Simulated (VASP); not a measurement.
Here is a VASP 6.6.1 calculation.

Contents of INCAR:

```
  PREC = Accurate
  ENCUT = 600
  EDIFF = 1E-6
  ISMEAR = 0
  SIGMA = 0.01
  LREAL = False
  LASPH = True
  NELM = 120
  ALGO = Normal
  ISIF = 2
  LWAVE = False
  LCHARG = False
  GGA = PE
  NBANDS = 15
  GGA_COMPAT = False
```

KPOINTS

```
Automatic mesh
0
Gamma
  6 6 6
```

The input POSCAR:

```
CaO
1.0
    0.0000000000      2.4368584343      2.4368584343
    2.4368584343      0.0000000000      2.4368584343
    2.4368584343      2.4368584343      0.0000000000
Ca O
1 1
Direct
    0.0000000000      0.0000000000      0.0000000000
    0.5000000000      0.5000000000      0.5000000000
```

Potentials or basis: VASP PAW PBE potentials, release 64 (Ca_sv, O).

Command:

```bash
$ cat potpaw_PBE.64/Ca_sv/POTCAR potpaw_PBE.64/O/POTCAR > POTCAR
$ mpirun -np 1 vasp_std > vasp.out
```

Problem. Estimate the band gap on the k mesh.

Solution. 3.64 eV (least direct gap 4.03 eV).

Problem. Predict the pressure.

Solution. -2.3 GPa.

A k mesh can miss the band edges.
